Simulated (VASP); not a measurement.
Input of a VASP 6.6.1 run:

INCAR

```
  PREC = Accurate
  ENCUT = 520
  EDIFF = 1E-6
  ISMEAR = 0
  SIGMA = 0.1
  LREAL = F
  LASPH = T
  NELM = 80
  ALGO = Normal
  ISIF = 2
  LWAVE = F
  LCHARG = F
  GGA = PE
  NBANDS = 16
```

File KPOINTS:

```
regular mesh
0
Gamma
  12 12 10
```

Contents of POSCAR:

```
RbP2
1.0
    4.1635605357      0.0000000000      0.0000000000
   -2.0817802679      3.6057491941      0.0000000000
    0.0000000000      0.0000000000      5.3735669392
Rb P
1 2
Direct
    0.0000000000      0.0000000000      0.0000000000
    0.3333333333      0.6666666667      0.5000000000
    0.6666666667      0.3333333333      0.5000000000
```

Potentials or basis: VASP PAW PBE potentials, release 64 (Rb_sv, P).

Command:

```console
$ cat potpaw_PBE.64/Rb_sv/POTCAR potpaw_PBE.64/P/POTCAR > POTCAR
$ mpirun -np 1 vasp_std > vasp.out
```

**Question.** Predict the pressure.

**Answer.** 0.0 GPa.

Stress tensor (GPa, compression positive):
```
-0.05  0.00  0.00
 0.00 -0.05  0.00
 0.00  0.00  0.03
```
